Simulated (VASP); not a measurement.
Input of a VASP 6.6.1 run:

Contents of INCAR:

```
SYSTEM = Cr
PREC = Accurate ; ENCUT = 520
EDIFF = 1E-7 ; ISMEAR = -1
SIGMA = 0.05 ; LREAL = .False.
LASPH = .True. ; NELM = 150
ALGO = Normal ; ISIF = 2
LWAVE = .False. ; LCHARG = .False.
ISPIN = 2 ; MAGMOM = 6 6
LORBIT = 11 ; NUPDOWN = 12.0
LMAXMIX = 4 ; GGA = PE
NBANDS = 23
```

File KPOINTS:

```
Automatic mesh
0
Gamma
  9 9 5
  0 0 0
```

Contents of POSCAR:

```
Cr
1.0
    2.7140000000      0.0000000000      0.0000000000
   -1.3570000000      2.3503929459      0.0000000000
    0.0000000000      0.0000000000      4.4100000000
Cr
2
Direct
    0.6666666667      0.3333333333      0.7500000000
    0.3333333333      0.6666666667      0.2500000000
```

Potentials or basis: VASP PAW PBE potentials, release 64 (Cr_pv).

Run with:

```sh
$ cat potpaw_PBE.64/Cr_pv/POTCAR > POTCAR
$ mpirun -np 1 vasp_std > vasp.out
```

**Question.** What does it give for the pressure?

**Answer.** 106.2 GPa.

Stress tensor (GPa, compression positive):
```
107.03   0.00   0.00
  0.00 107.03   0.00
  0.00   0.00 104.69
```

Caveat: the total moment is fixed, so each spin has its own Fermi level.
